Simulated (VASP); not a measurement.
# Ta (I4/mmm) in VASP: single point with PBEsol

Aim: the single point of Ta with PBEsol.

Everything below comes from runs of VASP 6.6.1. Logs are shortened: lines on timing, memory, paths and dates and some standing lists are left out, and cuts for length are marked.

**1. The cell of the first run**

Symmetry: I4/mmm, No. 139, tetragonal system. Conventional cell: a = 2.839 Å, b = 2.839 Å, c = 4.376 Å, α = 90.00°, β = 90.00°, γ = 90.00°. Ta (site symmetry 4/mmm) has 12 Ta at 2.84 to 2.97 Å within 3.7 Å.

**2. Single point, PBEsol**

File INCAR:

```
PREC = Accurate
ENCUT = 500
EDIFF = 1E-6
ISMEAR = 0
SIGMA = 0.1
LREAL = F
LASPH = T
NELM = 120
ALGO = Normal
ISIF = 2
LWAVE = F
LCHARG = F
GGA = PS
ISYM = 0
NBANDS = 12
GGA_COMPAT = F
```

File KPOINTS:

```
regular mesh
0
Gamma
  12 12 16
```

File POSCAR:

```
Ta
1.0
    2.8394270048      0.0000000000      0.0000000000
    0.0000000000      2.8394270048      0.0000000000
    1.4197135024      1.4197135024      2.1880363409
Ta
1
Direct
    0.0000000000      0.0000000000      0.0000000000
```

Potentials or basis: VASP PAW PBE potentials, release 64 (Ta_pv).

Started as:

```bash
> cat potpaw_PBE.64/Ta_pv/POTCAR > POTCAR
> mpirun -np 1 vasp_std > vasp.out
```

OUTCAR:

```text
PREC = Accurate
   ENCUT = 500
   EDIFF = 1E-6
   ISMEAR = 0
   LREAL = F
   LASPH = T
   NELM = 120
   ISIF = 2
   GGA = PS
   ISYM = 0

 ion  position               nearest neighbor table
   1  0.000  0.000  0.000-

IMPORTANT INFORMATION: All symmetrisations will be switched off!
NOSYMM: (Re-)initialisation of all symmetry stuff for point group C_1.

----------------------------------------------------------------------------------------

                                     Primitive cell

  volume of cell :      17.6407

  direct lattice vectors                    reciprocal lattice vectors
     2.839427005  0.000000000  0.000000000     0.352183732  0.000000000 -0.228515400
     0.000000000  2.839427005  0.000000000     0.000000000  0.352183732 -0.228515400
     1.419713502  1.419713502  2.188036341     0.000000000  0.000000000  0.457030800

  length of vectors
     2.839427005  2.839427005  2.969625547     0.419824570  0.419824570  0.457030800

  position of ions in fractional coordinates (direct lattice)
     0.000000000  0.000000000  0.000000000

  ion indices of the primitive-cell ions
   primitive index   ion index
                 1           1

----------------------------------------------------------------------------------------

 KPOINTS: regular mesh

Automatic generation of k-mesh.
 Grid dimensions read from file:
 generate k-points for:   12   12   16

 Generating k-lattice:

  Cartesian coordinates                     Fractional coordinates (reciprocal lattice)
     0.029348644  0.000000000 -0.019042950     0.083333333  0.000000000  0.000000000
     0.000000000  0.029348644 -0.019042950     0.000000000  0.083333333  0.000000000
     0.000000000  0.000000000  0.028564425     0.000000000  0.000000000  0.062500000

  Length of vectors
     0.034985381  0.034985381  0.028564425

  Shift w.r.t. Gamma in fractional coordinates (k-lattice)
     0.000000000  0.000000000  0.000000000

 -----------------------------------------------------------------------------
|                                                                             |
|           W    W    AA    RRRRR   N    N  II  N    N   GGGG   !!!           |
|           W    W   A  A   R    R  NN   N  II  NN   N  G    G  !!!           |
|           W    W  A    A  R    R  N N  N  II  N N  N  G       !!!           |
|           W WW W  AAAAAA  RRRRR   N  N N  II  N  N N  G  GGG   !            |
|           WW  WW  A    A  R   R   N   NN  II  N   NN  G    G                |
|           W    W  A    A  R    R  N    N  II  N    N   GGGG   !!!           |
[... 76 lines left out ...]
   NUPDOWN=      -1.0000    fix difference up-down
   EMIN   =  10.00;   EMAX   =-10.00  energy-range for DOS
   EFERMI =   0.00;   METHOD = LEGACY
   ISMEAR =     0;   SIGMA  =   0.10  broadening in eV -4-tet -1-fermi 0-gaus
   EFERMI_NEDOS =   21; number of points for ismear=-14 and -15
   IALGO  =     38    algorithm
   IMIX   =      4    mixing-type and parameters
     AMIX     =   0.40;   BMIX     =  1.00
     AMIX_MAG =   1.60;   BMIX_MAG =  1.00
  volume/ion in A,a.u.               =      17.64       119.05
  Fermi-wavevector in a.u.,A,eV,Ry     =   1.398622  2.643013 26.614955  1.956144
  Thomas-Fermi vector in A             =   2.521762
   LORBIT       =      0    0 simple, 1 ext, 2 COOP (PROOUT), +10 PAW based schemes
   GGA     = PS    functional components
   LHFCALC =     F    Hartree Fock is set to
   AEXX    =    0.0000 exact exchange contribution
   IVDW    =     0    specifies the selected vdW correction
   LEPSILON=     F    determine dielectric tensor
   LRPA    =     F    only Hartree local field effects (RPA)
 non-spin polarized calculation
 Gauss-broadening in eV      SIGMA  =   0.10
  energy-cutoff  :      500.00
  volume of cell :       17.64
 maximum number of plane-waves:       460
 NGX is ok and might be reduce to    24
   NGX = 11   NGY = 11   NGZ = 11

 number of electron      10.9999999 magnetization

 Free energy of the ion-electron system (eV)
  ---------------------------------------------------
  ext. energy  EPLUGINS =         0.00000000
  ---------------------------------------------------
  free energy    TOTEN  =       -12.31377227 eV

  energy without entropy =      -12.30770112  energy(sigma->0) =      -12.31073669

 E-fermi :   5.8347     XC(G=0): -12.8346

 val. band max:        5.8317926813   @ k =   0.3333   0.0000   0.4375
 cond. band min:       5.8356203780   @ k =  -0.0833   0.0833   0.0000
 fundamental gap:      0.0038276967
 Fermi energy:         5.8346623113

 k-point     1 :       0.0000    0.0000    0.0000
  band No.  band energies     occupation
      1     -27.4774      2.00000
      2     -27.4382      2.00000
      3     -27.4366      2.00000
      4      -2.5189      2.00000
      5       5.5376      1.99997
      6       6.7579      0.00000
      7       6.7598      0.00000
      8       8.5644      0.00000
      9      10.4034      0.00000
     10      18.6856      0.00000
     11      20.2111      0.00000
     12      22.0094      0.00000
[... 331 lines left out ...]
 k-point    24 :       0.3333    0.1667   -0.0000
  band No.  band energies     occupation
      1     -28.4724      2.00000
      2     -27.8426      2.00000
      3     -27.6567      2.00000
      4       1.8829      2.00000
      5       4.8938      2.00000
      6       5.6025      1.99897
      7       6.9403      0.00000
      8      10.0892      0.00000
      9      12.9950      0.00000
     10      18.0401      0.00000
     11      20.2272      0.00000
     12      21.0603      0.00000

 [... further k-points ...]

------------------------ aborting loop because EDIFF is reached ----------------------------------------

  FORCE on cell =-STRESS in cart. coord.  units (eV):
  Direction    XX          YY          ZZ          XY          YZ          ZX
  --------------------------------------------------------------------------------------
  -------------------------------------------------------------------------------------
  Total        0.2021416      0.2021383      1.4815393     -0.0063171     -0.0024114     -0.0024135
  in kB       18.3590549     18.3587563    134.5574687     -0.5737326     -0.2190144     -0.2192021
  external PRESSURE =      57.0917599 kB  Pullay stress =       0.0000000 kB

 VOLUME and BASIS-vectors are now :
 -----------------------------------------------------------------------------
  energy-cutoff  :      500.00
  volume of cell :       17.64
      direct lattice vectors                 reciprocal lattice vectors
     2.839427005  0.000000000  0.000000000     0.352183732  0.000000000 -0.228515400
     0.000000000  2.839427005  0.000000000     0.000000000  0.352183732 -0.228515400
     1.419713502  1.419713502  2.188036341     0.000000000  0.000000000  0.457030800

 POSITION                                       TOTAL-FORCE (eV/Angst)
 -----------------------------------------------------------------------------------
      0.00000      0.00000      0.00000        -0.000000      0.000000      0.000000
 -----------------------------------------------------------------------------------
    total drift:                               -0.000000      0.000000      0.000000

  FREE ENERGIE OF THE ION-ELECTRON SYSTEM (eV)
  ---------------------------------------------------
  free  energy   TOTEN  =       -12.3137722706 eV

  energy  without entropy=      -12.3077011191  energy(sigma->0) =      -12.31073669
```

OSZICAR:

```text
N       E                     dE             d eps       ncg     rms          rms(c)
DAV:   1     0.586252566293E+02    0.58625E+02   -0.59974E+03 27848   0.854E+02
DAV:   2    -0.118521301243E+02   -0.70477E+02   -0.68723E+02 30988   0.241E+02
DAV:   3    -0.128115840361E+02   -0.95945E+00   -0.95229E+00 33240   0.267E+01
DAV:   4    -0.128140271154E+02   -0.24431E-02   -0.24427E-02 30696   0.150E+00
DAV:   5    -0.128140348115E+02   -0.76961E-05   -0.76953E-05 33384   0.799E-02    0.141E+01
DAV:   6    -0.124356707991E+02    0.37836E+00   -0.30518E-01 33424   0.574E+00    0.693E+00
DAV:   7    -0.123159066056E+02    0.11976E+00   -0.30153E-01 32876   0.514E+00    0.334E-01
DAV:   8    -0.123139024243E+02    0.20042E-02   -0.61721E-03 30020   0.812E-01    0.215E-01
DAV:   9    -0.123137740930E+02    0.12833E-03   -0.28957E-04 32144   0.175E-01    0.244E-02
DAV:  10    -0.123137723935E+02    0.16995E-05   -0.54709E-06 30996   0.233E-02    0.310E-03
DAV:  11    -0.123137722706E+02    0.12294E-06   -0.84113E-08 16192   0.311E-03
   1 F= -.12313772E+02 E0= -.12310737E+02  d E =-.607115E-02
```

stdout:

```text
POSCAR found type information on POSCAR Ta
 POSCAR found :  1 types and       1 ions
 scaLAPACK will be used
 -----------------------------------------------------------------------------
|                                                                             |
|                                                                             |
[... 21 lines left out ...]
|     Results are often still useful ...                                      |
|                                                                             |
 -----------------------------------------------------------------------------

 POSCAR, INCAR and KPOINTS ok, starting setup
 FFT: planning ... GRIDC
 FFT: planning ... GRID_SOFT
 FFT: planning ... GRID
 WAVECAR not read
 entering main loop
```

Run time: 7.3 min. Hardware: 1 thread of AMD EPYC 7R13, shared host; peak memory 0.3 GiB.

Results:

* Free energy: -12.3138 eV
* Pressure: 5.7 GPa
* Band gap on the k mesh: zero (an odd number of electrons rules out a gap without spin polarisation)

Stress tensor (GPa, compression positive):
```
 1.84 -0.06 -0.02
-0.06  1.84 -0.02
-0.02 -0.02 13.46
```

Levels at points of the mesh, in eV from the Fermi level:
```
           k point  band 2  band 3  band 4  band 5  band 6  band 7  band 8  band 9
(0.00, 0.00, 0.00)  -33.27  -33.27   -8.35   -0.30    0.92    0.93    2.73    4.57
(0.50, 0.00, 0.00)  -33.53  -33.36   -4.84   -0.40    0.86    1.00    5.94    6.57
(0.00, 0.50, 0.00)  -33.53  -33.36   -4.84   -0.40    0.86    1.00    5.94    6.57
(0.50, 0.50, 0.00)  -33.92  -33.69   -4.69   -3.63    3.90    6.01    6.28    7.78
(0.00, 0.00, 0.50)  -33.61  -33.61   -4.79   -3.48    2.30    6.42    6.99    6.99
(0.50, 0.00, 0.50)  -33.53  -33.36   -4.84   -0.40    0.86    1.00    5.94    6.57
(0.00, 0.50, 0.50)  -33.53  -33.36   -4.84   -0.40    0.86    1.00    5.94    6.57
(0.50, 0.50, 0.50)  -33.91  -33.69   -4.69   -3.63    3.89    6.01    6.28    7.78
```

Caveat: the cell stands under pressure; the PAW data sets were made with another functional, which shifts forces and pressure a little; spin-orbit coupling is left out, which moves the levels of the heavy elements.
